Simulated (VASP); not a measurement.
Write the native input for VASP 6.6.1 that does the following.

```yaml
Task: single point
Functional: r2SCAN
Potentials_or_basis: VASP PAW PBE potentials, release 64 (Ga_d, As)
Cutoff: 550 eV
k_mesh: 6 × 6 × 6
Occupations: gaussian, width 0.5 eV
Spin: no spin polarisation
Dipole_correction: no
Further_INCAR_settings: ALGO = Normal; EDIFF = 1e-06; NBANDS = 16
```

Crystal: GaAs.

```
CELL_PARAMETERS angstrom
0.00000 2.83308 2.83308
2.83308 0.00000 2.83308
2.83308 2.83308 0.00000
ATOMIC_POSITIONS crystal
Ga 0.00000 0.00000 0.00000
As 0.25000 0.25000 0.25000
```

One way to write it, as run:

POSCAR

```
GaAs
1.0
    0.0000000000      2.8330831910      2.8330831910
    2.8330831910      0.0000000000      2.8330831910
    2.8330831910      2.8330831910      0.0000000000
Ga As
1 1
Direct
    0.0000000000      0.0000000000      0.0000000000
    0.2500000000      0.2500000000      0.2500000000
```

INCAR.step1

```
SYSTEM = GaAs
ALGO = Normal
EDIFF = 1E-5
ENCUT = 550
GGA = PE
GGA_COMPAT = .FALSE.
ISMEAR = 0
LASPH = .TRUE.
LCHARG = .FALSE.
LREAL = .FALSE.
LWAVE = .TRUE.
NBANDS = 16
NELM = 120
PREC = Accurate
SIGMA = 0.5
```

INCAR.step2

```
SYSTEM = GaAs
ALGO = Normal
EDIFF = 1E-6
ENCUT = 550
GGA_COMPAT = .FALSE.
ISIF = 2
ISMEAR = 0
ISTART = 1
LASPH = .TRUE.
LCHARG = .FALSE.
LMIXTAU = .TRUE.
LREAL = .FALSE.
LWAVE = .FALSE.
METAGGA = R2SCAN
NBANDS = 16
NELM = 120
PREC = Accurate
SIGMA = 0.5
```

KPOINTS

```
k-points
0
G
  6 6 6
  0 0 0
```

Potentials or basis: VASP PAW PBE potentials, release 64 (Ga_d, As).

Command:

```console
$ cat potpaw_PBE.64/Ga_d/POTCAR potpaw_PBE.64/As/POTCAR > POTCAR
$ cp INCAR.step1 INCAR
$ mpirun -np 1 vasp_std > vasp.out
$ cp INCAR.step2 INCAR
$ mpirun -np 1 vasp_std > vasp.out
```

Results of the run:

| Quantity | Value |
| --- | --- |
| Pressure | 0.2 GPa |
| Band gap on the k mesh | 0.94 eV |

Caveat: the PAW data sets were made with another functional, which shifts forces and pressure a little.

It took 85 s on 1 thread of AMD EPYC 7R13, on a shared host, peak memory 0.16 GiB.
